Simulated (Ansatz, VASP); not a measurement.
One calculation of BN, two programs

```xyz
4
Lattice="2.5531 0.0000 0.0000 -1.2766 2.2111 0.0000 0.0000 0.0000 6.7918" Properties=species:S:1:pos:R:3 pbc="T T T"
B     0.0000    1.4740    1.6980
B     1.2766    0.7370    5.0939
N     0.0000    1.4740    5.0939
N     1.2766    0.7370    1.6980
```

Change from the starting cell: volume scaled by 1.06.

Alike in both runs: task single point; functional PBEsol; k mesh 11 × 11 × 4; occupations fermi-dirac, width 0.02 eV; no spin polarisation.

|  | VASP | Ansatz |
| --- | --- | --- |
| version | VASP 6.6.1 | Ansatz 0.2.0 |
| potentials or method | VASP PAW PBE potentials, release 64 (B, N), cutoff 520 eV | all-electron LAPW, scalar-relativistic |

Ansatz gave:

| Quantity | Value |
| --- | --- |
| gap on the k mesh at the Fermi level (eV) | 4.16 |
| pressure (GPa) | -12.4 |
| traceless stress, the component that is largest in VASP (GPa) | 12.74 |

Problem. What did VASP give for the same quantities?

Solution. gap on the k mesh at the Fermi level (eV): 4.16; pressure (GPa): -12.1; traceless stress, the component that is largest in VASP (GPa): 12.33.

VASP's potentials were made for PBE, not for PBEsol. Ansatz ran all-electron here, and VASP with PAW potentials.
